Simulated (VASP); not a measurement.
Runs of VASP 6.6.1 on Ru. The structure is that of space group Fm-3m (No. 225), or close to it. The cells are those of the table. 

| task | cell | k mesh | cutoff (eV) | gap on the mesh (eV) | pressure (GPa) | relaxed volume (Å³/atom) |
| --- | --- | --- | --- | --- | --- | --- |
| relaxation of cell and atoms | relaxed from a = 2.662 Å, angles 60.0°, 1 atom | 20 × 20 × 20 | 600 | none | 0.1 | (b) |
| single point | a = 2.665 Å, angles 60.0°, 1 atom | 20 × 20 × 20 | 520 | none | 0.0 | - |
| single point | a = 2.662 Å, angles 60.0°, 1 atom | 8 × 8 × 8 | 520 | none | (a) | - |
| single point | a = 2.724 Å, angles 60.0°, 1 atom | 8 × 8 × 8 | 520 | none | -20.1 | - |
| relaxation of cell and atoms | relaxed from a = 2.724 Å, angles 60.0°, 1 atom | 8 × 8 × 8 | 600 | none | -0.4 | 13.35 |

Alike in all rows: level PBEsol; potentials or basis VASP PAW PBE potentials, release 64 (Ru_pv); no spin polarisation; smearing gaussian 0.1 eV.

Question: Fill in the values left out.

Answer: (a) -0.1; (b) 13.38.

Caveats: some runs use coarse meshes; the PAW data sets were made with another functional, which shifts forces and pressure a little.

A k mesh can miss the band edges, and the runs leave out spin-orbit coupling on Ru.

A gap of «none» marks levels without a gap at the run's occupations.
